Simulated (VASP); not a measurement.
Here is a VASP 6.6.1 calculation.

File INCAR:

```
PREC = Accurate
ENCUT = 700
EDIFF = 1E-6
ISMEAR = -1
SIGMA = 0.05
LREAL = Auto
LASPH = T
NELM = 120
ALGO = Normal
ISIF = 2
LWAVE = F
LCHARG = T
GGA = PS
LELF = T
LVHAR = T
NBANDS = 186
ISYM = -1
GGA_COMPAT = F
```

The input KPOINTS:

```
explicit points
1
Reciprocal
  0.25000000   0.25000000   0.25000000 1
```

Contents of POSCAR:

```
Sr8Zr3Ti5O24
1.0
    7.9440481892      0.0000000000      0.0000000000
    0.0000000000      7.9440481892      0.0000000000
    0.0000000000      0.0000000000      7.9440481892
Sr Zr Ti O
8 3 5 24
Direct
    0.9962890000      0.0002490000      0.0130840000
    0.9967930000      0.0061850000      0.5070060000
    0.9887800000      0.5125600000      0.0110830000
    0.9897420000      0.5159740000      0.5030400000
    0.5174100000      0.9961510000      0.0124220000
    0.5203240000      0.0038360000      0.4966070000
    0.5122040000      0.5076130000      0.0035410000
    0.5156400000      0.5072740000      0.4963350000
    0.2510710000      0.2534380000      0.2488030000
    0.2526390000      0.2494660000      0.7493690000
    0.2529190000      0.7505250000      0.7510560000
    0.2614870000      0.7528240000      0.2531040000
    0.7541070000      0.2595430000      0.2597660000
    0.7531660000      0.2612920000      0.7616790000
    0.7595900000      0.7586240000      0.2584580000
    0.7502580000      0.7617730000      0.7585680000
    0.2767880000      0.1912410000      0.9983730000
    0.2102090000      0.2973750000      0.4972680000
    0.2442490000      0.7966680000      0.0064110000
    0.2556620000      0.6977670000      0.4891110000
    0.7207120000      0.2557530000      0.9949160000
    0.7767510000      0.2433660000      0.4929260000
    0.7549000000      0.7438530000      0.9978620000
    0.7411340000      0.7535510000      0.4957830000
    0.9893670000      0.2566220000      0.2115640000
    0.9881590000      0.2108950000      0.7717960000
    0.9941940000      0.7379080000      0.2540040000
    0.9899350000      0.7733600000      0.7363130000
    0.5089310000      0.2390320000      0.2746260000
    0.5093020000      0.2751440000      0.7159140000
    0.4999610000      0.7588810000      0.2424020000
    0.5095820000      0.7149660000      0.7544640000
    0.2364100000      0.9899700000      0.2943220000
    0.2737840000      0.9975860000      0.6873070000
    0.2598870000      0.5077000000      0.1990980000
    0.2187000000      0.4986550000      0.8014280000
    0.7580430000      0.9965510000      0.2423010000
    0.7197530000      0.9936810000      0.7534570000
    0.7401690000      0.4986870000      0.2535780000
    0.7775970000      0.4951400000      0.7447500000
```

Potentials or basis: VASP PAW PBE potentials, release 64 (Sr_sv, Zr_sv, Ti_sv, O).

Run with:

```sh
$ cat potpaw_PBE.64/Sr_sv/POTCAR potpaw_PBE.64/Zr_sv/POTCAR potpaw_PBE.64/Ti_sv/POTCAR potpaw_PBE.64/O/POTCAR > POTCAR
$ mpirun -np 1 vasp_std > vasp.out
```

Q: What does it give for the band gap on the k mesh?

A: 3.05 eV.

Q: What does it give for the pressure?

A: 0.5 GPa.

Q: Predict the largest force.

A: 0.053 eV/Å.

Forces on the atoms (eV/Å):
```
Sr  -0.014 -0.010 -0.008
Sr  -0.016 -0.004 -0.006
Sr  -0.012 -0.005  0.001
Sr  -0.016 -0.003 -0.006
Sr   0.010 -0.011 -0.008
Sr   0.008 -0.011 -0.009
Sr   0.001 -0.009 -0.002
Sr   0.006 -0.001 -0.009
Zr   0.001  0.006 -0.012
Zr  -0.013 -0.005  0.001
Zr   0.001  0.003 -0.008
Ti  -0.030 -0.021  0.001
Ti  -0.015 -0.013 -0.040
Ti  -0.008 -0.045 -0.027
Ti  -0.028 -0.020 -0.023
Ti   0.000 -0.028 -0.017
O   -0.013  0.012 -0.001
O    0.008 -0.016  0.003
O    0.003 -0.014 -0.003
O    0.000  0.008  0.026
O    0.000 -0.002  0.047
O   -0.002  0.005  0.038
O   -0.003  0.008  0.015
O    0.000  0.005  0.029
O    0.028 -0.002  0.008
O    0.035  0.006 -0.004
O    0.042  0.009  0.003
O    0.020 -0.003  0.007
O   -0.014  0.005 -0.007
O   -0.008 -0.010  0.007
O    0.022  0.004  0.003
O   -0.018  0.015 -0.003
O    0.008  0.020 -0.003
O   -0.001  0.010  0.015
O   -0.006 -0.002  0.012
O    0.019 -0.008 -0.018
O    0.004  0.021  0.004
O    0.005  0.048  0.003
O    0.001  0.023 -0.004
O   -0.006  0.033 -0.003
```

Caveat: the PAW data sets were made with another functional, which shifts forces and pressure a little; a shifted mesh leaves out Γ, where band edges can lie. A k mesh can miss the band edges.
